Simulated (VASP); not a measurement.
A run of VASP 6.6.1 is set up as follows.

The input INCAR:

```
SYSTEM = Ti
PREC = Accurate
ENCUT = 600
EDIFF = 1E-7
ISMEAR = -1
SIGMA = 0.05
LREAL = .FALSE.
LASPH = .TRUE.
NELM = 150
ALGO = Normal
ISIF = 3
LWAVE = .FALSE.
LCHARG = .FALSE.
ISPIN = 2
MAGMOM = 1 1
LORBIT = 11
LMAXMIX = 4
GGA = PE
IBRION = 2
NSW = 80
EDIFFG = -0.01
```

The input KPOINTS:

```
Automatic mesh
0
G
  10 10 10
  0 0 0
```

POSCAR

```
Ti
1.0
    0.0000000000      2.8780170575      2.8780170575
    2.8780170575      0.0000000000      2.8780170575
    2.8780170575      2.8780170575      0.0000000000
Ti
2
Direct
    0.1250000000      0.1250000000      0.1250000000
    0.8750000000      0.8750000000      0.8750000000
```

Potentials or basis: VASP PAW PBE potentials, release 64 (Ti_sv).

Command:

```sh
$ cat potpaw_PBE.64/Ti_sv/POTCAR > POTCAR
$ mpirun -np 1 vasp_std > vasp.out
```

Task: Predict the space group after relaxing (to 0.1 Å).

Result: Fd-3m (No. 227).

Task: Predict the relaxed cell.

Result: a = 4.265 Å, b = 4.265 Å, c = 4.265 Å, α = 60.00°, β = 60.00°, γ = 60.00°.

Task: Estimate the site moments.

Result: Ti +1.76 μB.

Final structure:
```
CELL_PARAMETERS angstrom
0.00000 3.01590 3.01590
3.01590 0.00000 3.01590
3.01590 3.01590 0.00000
ATOMIC_POSITIONS crystal
Ti 0.12500 0.12500 0.12500
Ti 0.87500 0.87500 0.87500
```
